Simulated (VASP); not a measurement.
# Co (Fd-3m) in VASP: single point with LDA

Aim: the single point of Co with LDA.

Everything below comes from runs of VASP 6.6.1. Logs are shortened: lines on timing, memory, paths and dates and some standing lists are left out, and cuts for length are marked.

## (1) The cell of the first run

The structure is cubic, space group Fd-3m (No. 227). The conventional cell has a = 3.867 Å, b = 3.867 Å, c = 3.867 Å, α = 90.00°, β = 90.00°, γ = 90.00°. Within 2.2 Å of Co (site symmetry -43m) lie 4 Co at 1.67 Å.

This isn't the form of Co at room conditions, which is hcp.

## (2) Single point, LDA, collinear spin, ferromagnetic start

INCAR reads:

```
  PREC = Accurate
  ENCUT = 690
  EDIFF = 1E-6
  ISMEAR = -1
  SIGMA = 0.1
  LREAL = F
  LASPH = T
  NELM = 200
  ALGO = Normal
  ISIF = 2
  LWAVE = F
  LCHARG = F
  ISPIN = 2
  MAGMOM = 1.7 1.7
  LORBIT = 11
  LMAXMIX = 4
  GGA = CA
  NBANDS = 28
  GGA_COMPAT = F
```

KPOINTS reads:

```
regular mesh
0
Gamma
  17 17 17
```

POSCAR reads:

```
Co
1.0
    0.0000000000      1.9336905891      1.9336905891
    1.9336905891      0.0000000000      1.9336905891
    1.9336905891      1.9336905891      0.0000000000
Co
2
Direct
   -0.1250000000     -0.1250000000     -0.1250000000
    0.1250000000      0.1250000000      0.1250000000
```

Potentials or basis: VASP PAW LDA potentials, release 64 (Co_sv).

Started as:

```
> cat potpaw_LDA.64/Co_sv/POTCAR > POTCAR
> mpirun -np 1 vasp_std > vasp.out
```

OUTCAR:

```text
PREC = Accurate
   ENCUT = 690
   EDIFF = 1E-6
   ISMEAR = -1
   LREAL = F
   LASPH = T
   NELM = 200
   ISIF = 2
   ISPIN = 2
   LORBIT = 11
   GGA = CA

 ion  position               nearest neighbor table
   1  0.875  0.875  0.875-   2 1.67   2 1.67   2 1.67   2 1.67
   2  0.125  0.125  0.125-   1 1.67   1 1.67   1 1.67   1 1.67

  LATTYP: Found a face centered cubic cell.
 ALAT       =     3.8673811782

  Lattice vectors:

 A1 = (   0.0000000000,   1.9336905891,   1.9336905891)
 A2 = (   1.9336905891,   0.0000000000,   1.9336905891)
 A3 = (   1.9336905891,   1.9336905891,   0.0000000000)

Analysis of symmetry for initial positions (statically):
=====================================================================
 Subroutine PRICEL returns:
 Original cell was already a primitive cell.

 Routine SETGRP: Setting up the symmetry group for a
 face centered cubic supercell.

 Subroutine GETGRP returns: Found 48 space group operations
 (whereof 12 operations were pure point group operations)
 out of a pool of 48 trial point group operations.

The static configuration has the point symmetry D_3d.
 The point group associated with its full space group is O_h .

Analysis of symmetry for dynamics (positions and initial velocities):
=====================================================================
 Subroutine PRICEL returns:
 Original cell was already a primitive cell.

 Routine SETGRP: Setting up the symmetry group for a
 face centered cubic supercell.

 Subroutine GETGRP returns: Found 48 space group operations
 (whereof 12 operations were pure point group operations)
 out of a pool of 48 trial point group operations.

The dynamic configuration has the point symmetry D_3d.
 The point group associated with its full space group is O_h .

Analysis of structural, dynamic, and magnetic symmetry:
=====================================================================
 Subroutine PRICEL returns:
 Original cell was already a primitive cell.

 Routine SETGRP: Setting up the symmetry group for a
 face centered cubic supercell.

 Subroutine GETGRP returns: Found 48 space group operations
 (whereof 12 operations were pure point group operations)
 out of a pool of 48 trial point group operations.

The overall configuration has the point symmetry D_3d.
 The point group associated with its full space group is O_h .

 Subroutine INISYM returns: Found 48 space group operations
 (whereof 12 operations are pure point group operations),
 and found     1 'primitive' translations

[... 116 lines left out ...]
  Fermi-wavevector in a.u.,A,eV,Ry     =   2.176895  4.113735 64.476267  4.738872
  Thomas-Fermi vector in A             =   3.146101
   LORBIT       =     11    0 simple, 1 ext, 2 COOP (PROOUT), +10 PAW based schemes
   GGA     = CA    functional components
   LHFCALC =     F    Hartree Fock is set to
   AEXX    =    0.0000 exact exchange contribution
   IVDW    =     0    specifies the selected vdW correction
   LEPSILON=     F    determine dielectric tensor
   LRPA    =     F    only Hartree local field effects (RPA)
 spin polarized calculation
  energy-cutoff  :      690.00
  volume of cell :       14.46
 maximum number of plane-waves:       609
   NGX = 11   NGY = 11   NGZ = 11

 number of electron      34.0000035 magnetization      -0.0017311

 number of electron      34.0000035 magnetization       0.0000240

 Free energy of the ion-electron system (eV)
  ---------------------------------------------------
  ext. energy  EPLUGINS =         0.00000000
  ---------------------------------------------------
  free energy    TOTEN  =        -3.38032665 eV

  energy without entropy =       -3.33031392  energy(sigma->0) =       -3.35532029

 E-fermi :  20.6827     XC(G=0): -16.7317

 val. band max:       20.6669213697   @ k =  -0.2941   0.1176   0.0000
 cond. band min:      20.6901212561   @ k =  -0.1765   0.1765   0.0588
 fundamental gap:      0.0231998863
 Fermi energy:        20.6826645577

 spin component 1

 k-point     1 :       0.0000    0.0000    0.0000
  band No.  band energies     occupation
      1     -77.0790      1.00000
      2     -74.3887      1.00000
      3     -41.0953      1.00000
      4     -41.0953      1.00000
      5     -41.0953      1.00000
      6     -38.5078      1.00000
[... 733 lines left out ...]
     27      46.7104      0.00000
     28      49.5921      0.00000

 [... further k-points ...]

 spin component 2

 k-point     1 :       0.0000    0.0000    0.0000
  band No.  band energies     occupation
      1     -77.0790      1.00000
      2     -74.3888      1.00000
      3     -41.0953      1.00000
      4     -41.0953      1.00000
      5     -41.0953      1.00000
      6     -38.5079      1.00000
[... 733 lines left out ...]
     27      46.7106      0.00000
     28      49.5881      0.00000

 [... further k-points ...]

------------------------ aborting loop because EDIFF is reached ----------------------------------------

  FORCE on cell =-STRESS in cart. coord.  units (eV):
  Direction    XX          YY          ZZ          XY          YZ          ZX
  --------------------------------------------------------------------------------------
  -------------------------------------------------------------------------------------
  Total       40.7005206     40.7005206     40.7005206     -0.0000000     -0.0000000      0.0000000
  in kB     4509.4087192   4509.4087192   4509.4087192     -0.0000000     -0.0000000      0.0000000
  external PRESSURE =    4509.4087192 kB  Pullay stress =       0.0000000 kB

 VOLUME and BASIS-vectors are now :
 -----------------------------------------------------------------------------
  energy-cutoff  :      690.00
  volume of cell :       14.46
      direct lattice vectors                 reciprocal lattice vectors
     0.000000000  1.933690589  1.933690589    -0.258572909  0.258572909  0.258572909
     1.933690589  0.000000000  1.933690589     0.258572909 -0.258572909  0.258572909
     1.933690589  1.933690589  0.000000000     0.258572909  0.258572909 -0.258572909

 POSITION                                       TOTAL-FORCE (eV/Angst)
 -----------------------------------------------------------------------------------
      3.38396      3.38396      3.38396         0.000000     -0.000000      0.000000
      0.48342      0.48342      0.48342        -0.000000      0.000000     -0.000000
 -----------------------------------------------------------------------------------
    total drift:                                0.000000      0.000000      0.000000

  FREE ENERGIE OF THE ION-ELECTRON SYSTEM (eV)
  ---------------------------------------------------
  free  energy   TOTEN  =        -3.3803266521 eV

  energy  without entropy=       -3.3303139211  energy(sigma->0) =       -3.35532029

 total charge

# of ion       s       p       d       tot
------------------------------------------
    1        2.484   6.346   7.421  16.251
    2        2.484   6.346   7.421  16.251
--------------------------------------------------
tot          4.969  12.691  14.842  32.502

 magnetization (x)

# of ion       s       p       d       tot
------------------------------------------
    1        0.000   0.000  -0.000  -0.000
    2        0.000   0.000  -0.000  -0.000
--------------------------------------------------
tot          0.000   0.000  -0.000  -0.000
```

It took 1.8 min on 1 thread of Intel Xeon Platinum 8259CL at 2.50GHz (Skylake/Cascade Lake), shared host; peak memory 0.23 GiB.

What came out:

* Free energy: -3.3803 eV
* Pressure: 450.9 GPa
* Band gap on the k mesh: zero (filled and empty bands overlap)
* Net moment: 0.00 μB per cell
* Valence electrons inside the program's atomic spheres: Co 16.25

Caveat: atoms lie so close that the PAW spheres overlap strongly, which falsifies energies and pressures; the cell stands under pressure; the moments typed at the start vanished in this run.

The gap in the log of VASP goes by the Fermi energy; the results here count the filled bands.